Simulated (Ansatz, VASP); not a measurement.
## YN in VASP and in Ansatz

The input INCAR:

```
PREC = Accurate
ENCUT = 600
EDIFF = 1E-6
ISMEAR = 0
SIGMA = 0.01
LREAL = False
LASPH = True
NELM = 120
ALGO = Normal
ISIF = 2
LWAVE = False
LCHARG = False
GGA = PE
NBANDS = 15
GGA_COMPAT = False
```

Contents of KPOINTS:

```
Automatic mesh
0
Gamma
  4 4 4
```

File POSCAR:

```
YN
1.0
    3.4485600000      0.0000000000      0.0000000000
    1.7242800000      2.9865405665      0.0000000000
    1.7242800000      0.9955135222      2.8157374491
Y N
1 1
Direct
    0.0000000000      0.0000000000      0.0000000000
    0.5000000000      0.5000000000      0.5000000000
```

Input for Ansatz:

```yaml
crystal:
  lattice:
    - [3.44856, 0.0, 0.0]
    - [1.7242800000000005, 2.9865405664748637, 0.0]
    - [1.7242800000000005, 0.995513522158288, 2.8157374491241187]
  atoms:
    - { symbol: "Y", position: [0.0, 0.0, 0.0] }
    - { symbol: "N", position: [0.5, 0.49999999999999994, 0.5] }
kpoints:
  mp_grid:
    grid: [4, 4, 4]
hamiltonian:
  xc: pbe
scf:
  occupations:
    method: fixed
output:
  eigenvalues: true
```

Alike in both runs: task single point; functional PBE; k mesh 4 × 4 × 4; no spin polarisation.

```csv
,VASP,Ansatz
version,VASP 6.6.1,Ansatz 0.2.0
potentials or method,"VASP PAW PBE potentials, release 64 (Y_sv, N)","plane waves, PAW"
plane-wave cutoff (eV),600,420
occupations,"gaussian, width 0.01 eV",fixed
valence electrons in the cell,16,16
```

Ansatz gave:

| Item | Value |
| --- | --- |
| gap on the k mesh at the Fermi level (eV) | 0.11 |

Estimate VASP's values.

gap on the k mesh at the Fermi level (eV): 0.10.

The k mesh is coarse, so the values compare programs but aren't converged.
